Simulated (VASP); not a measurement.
Input of a VASP 6.6.1 run:

The input INCAR:

```
ALGO     = Normal         # electronic algorithm
EDIFF    = 1E-7           # SCF threshold, eV
ENCUT    = 520            # plane-wave cutoff, eV
GGA      = PE             # functional
ISIF     = 2              # what is computed and relaxed
ISMEAR   = -1             # smearing method
IVDW     = 12             # dispersion correction
LASPH    = True           # aspherical terms in the spheres
LCHARG   = False          # write CHGCAR
LREAL    = Auto         
LWAVE    = False          # write WAVECAR
NBANDS   = 82             # bands
NELM     = 60             # most SCF steps
PREC     = Accurate       # precision mode
SIGMA    = 0.05           # smearing width, eV
```

KPOINTS

```
k-points
0
Gamma
  1 1 1
```

The input POSCAR:

```
H3CCl
1.0
    8.7171280000      0.0000000000      0.0000000000
    0.0000000000      8.7171280000      0.0000000000
    0.0000000000      0.0000000000      8.7171280000
C Cl H
8 8 24
Direct
    0.8928858220      0.8752309247      0.8796360453
    0.5244846697      0.3703513359      0.6106483695
    0.4022769885      0.9546378119      0.6973512377
    0.5948633541      0.2223209296      0.0130432867
    0.5019887284      0.7275676117      0.2675651889
    1.0154261817      0.4281570719      0.0767798752
    0.2532944337      0.1896037319      0.2735419280
    0.0630827034      0.6616972930      0.4405923602
    0.9582513874      0.9224138960      1.0692168338
    0.3872720465      0.4973656461      0.6865908129
    0.2970359045      1.0451951606      0.8453013424
    0.6504321148      0.1976338996      0.2123061632
    0.3997417498      0.6578886991      0.0940906225
    0.9080054807      0.4562970740     -0.1006868317
    0.1685876357      0.2227224379      0.4564691490
    0.0561767591      0.8674187186      0.4783800353
    0.8713420292      0.9791527668      0.8079610624
    0.9778679400      0.8050013720      0.8267287116
    0.7951472090      0.8078807607      0.8926449170
    0.6193897807      0.4364396164      0.5675722554
    0.5527279168      0.3019113635      0.7079969458
    0.4753515149      0.3004544616      0.5222821094
    0.5235669363      0.9820436272      0.7116334646
    0.3914362620      0.8329463557      0.7117481813
    0.3672884005      0.9756883230      0.5796519221
    0.5724706578      0.3498858798     -0.0106571798
    0.6924298920      0.1844988395     -0.0521502036
    0.4914003787      0.1550395956     -0.0057358341
    0.4358316179      0.7125397264      0.3745499665
    0.6018954867      0.6570053807      0.2617375815
    0.5139880933      0.8511289498      0.2482239563
    1.0199001322      0.3029782286      0.1146707952
    1.1225486192      0.4747091014      0.0468617646
    0.9742199495      0.4976524378      0.1632991967
    0.2459984527      0.3000070665      0.2118472965
    0.3804693472      0.1603968647      0.2978733363
    0.1827780893      0.1036235788      0.2234910397
    0.1391169202      0.6219364910      0.3457904943
    0.1010195101      0.6075969058      0.5460514059
   -0.0610522181      0.6401076134      0.4053284522
```

Potentials or basis: VASP PAW PBE potentials, release 64 (C, Cl, H).

Run with:

```console
$ cat potpaw_PBE.64/C/POTCAR potpaw_PBE.64/Cl/POTCAR potpaw_PBE.64/H/POTCAR > POTCAR
$ mpirun -np 1 vasp_gam > vasp.out
```

Problem. Predict the dispersion energy per atom.

Solution. -0.048 eV.

Problem. Estimate the band gap on the k mesh.

Solution. 5.16 eV.

Problem. Predict the pressure.

Solution. 0.1 GPa.

Forces in eV/Å, atoms in the order of the input:
```
C    0.889  1.593 -0.158
C   -0.177  0.308  0.245
C    0.728 -0.268  0.050
C   -0.331  1.694  0.620
C   -1.419  0.281 -0.730
C   -0.247 -2.385 -1.468
C    1.847  0.992  0.988
C   -1.424  0.118 -0.783
Cl  -0.096  0.068 -0.158
Cl  -0.593  0.667  0.032
Cl  -0.478  0.064 -0.487
Cl   0.027  0.212 -0.262
Cl   0.004  0.208  0.851
Cl   0.018 -0.265  0.641
Cl  -0.323  0.324  0.495
Cl   0.550 -0.478 -0.388
H    0.172 -0.427  0.577
H    0.849 -0.347 -0.433
H   -1.819 -0.917  0.209
H    0.575  0.194 -0.137
H    0.691 -0.734  0.489
H   -0.430 -0.341 -0.563
H    0.157  0.209  0.012
H   -0.108 -0.870  0.324
H   -0.503  0.725 -0.045
H    0.244 -1.405  0.415
H    0.376 -0.259 -0.453
H    0.061 -0.062 -0.072
H   -0.081 -0.385 -0.428
H    0.979  0.014  0.360
H    0.540 -0.151 -0.028
H   -0.232  1.329 -0.737
H    1.686  0.118 -0.259
H   -1.395  1.256  1.609
H    0.230 -0.447 -0.002
H   -1.720  0.084 -0.721
H   -0.110 -0.921 -0.754
H   -0.151  0.848  0.315
H   -0.282 -0.285  0.233
H    1.296 -0.360  0.599
```

Caveat: the k points lie up to 0.72 Å⁻¹ apart.
